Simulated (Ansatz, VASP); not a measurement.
## AgCl: VASP beside Ansatz

INCAR

```
PREC     = Accurate       # precision mode
ENCUT    = 600            # plane-wave cutoff, eV
EDIFF    = 1E-6           # SCF threshold, eV
ISMEAR   = 0              # smearing method
SIGMA    = 0.1            # smearing width, eV
LREAL    = False          # projectors in reciprocal space
LASPH    = True           # aspherical terms in the spheres
NELM     = 100            # most SCF steps
ALGO     = Normal         # electronic algorithm
ISIF     = 3              # what is computed and relaxed
LWAVE    = False          # write WAVECAR
LCHARG   = False          # write CHGCAR
GGA      = PE             # functional
IBRION   = 2              # ionic algorithm
NSW      = 90             # ionic steps
EDIFFG   = -0.04          # ionic threshold
```

File KPOINTS:

```
regular mesh
0
Gamma
  6 6 4
```

The input POSCAR:

```
AgCl
1.0
    2.4360977600     -2.4376579400      0.0000000000
    2.4360977600      2.4376579400      0.0000000000
    0.0000000000      0.0000000000      5.3800836500
Ag Cl
2 2
Direct
    0.7500000000      0.7500000000      0.4123970000
    0.5000000000      0.5000000000      0.0000000000
    0.2500000000      0.2500000000      0.5876030000
    0.0000000000      0.0000000000      0.0000000000
```

Input for Ansatz:

```yaml
crystal:
  lattice:
    - [2.43609776, -2.43765794, 0.0]
    - [2.43609776, 2.43765794, 0.0]
    - [0.0, 0.0, 5.38008365]
  atoms:
    - { symbol: Ag, position: [0.75, 0.75, 0.412397] }
    - { symbol: Ag, position: [0.5, 0.5, 0.0] }
    - { symbol: Cl, position: [0.25, 0.25, 0.587603] }
    - { symbol: Cl, position: [0.0, 0.0, 0.0] }
basis:
  ecutwfc: 420
kpoints:
  mp_grid: { grid: [6, 6, 4] }
hamiltonian:
  xc: pbe
scf:
  occupations: { method: gaussian, width: 0.1 }
  lower_state_search: "off"
output:
  forces: true
  stress: true
  eigenvalues: true
relax:
  adjacent_minimum: "off"
  f_tol: 0.04
  max_steps: 70
  cell: { stress_tol: 0.4 }
```

Alike in both runs: task relaxation of cell and atoms; functional PBE; k mesh 6 × 6 × 4; occupations gaussian, width 0.1 eV; no spin polarisation.

|  | VASP | Ansatz |
| --- | --- | --- |
| version | VASP 6.6.1 | Ansatz 0.2.0 |
| potentials or method | VASP PAW PBE potentials, release 64 (Ag, Cl), cutoff 600 eV | scalar-relativistic, plane waves, PAW |
| valence electrons in the cell | 36 | 52 |

Ansatz gave:

- gap on the k mesh at the Fermi level, each at its own relaxed structure (eV): 0.89
- relaxed volume (Å³/atom): 22.04
- relaxed length of the cell vector where the two differ most in proportion (Å): 5.650

Q: Which values does VASP return?

A: gap on the k mesh at the Fermi level, each at its own relaxed structure (eV): 1.21; relaxed volume (Å³/atom): 26.47; relaxed length of the cell vector where the two differ most in proportion (Å): 6.675.

VASP's potentials hold 36 valence electrons a cell and Ansatz's 52, so a difference there can come from the potentials and not from the codes.

Noted on VASP's run: the volume moved by over 15 % at a fixed basis, so the end points are rough.
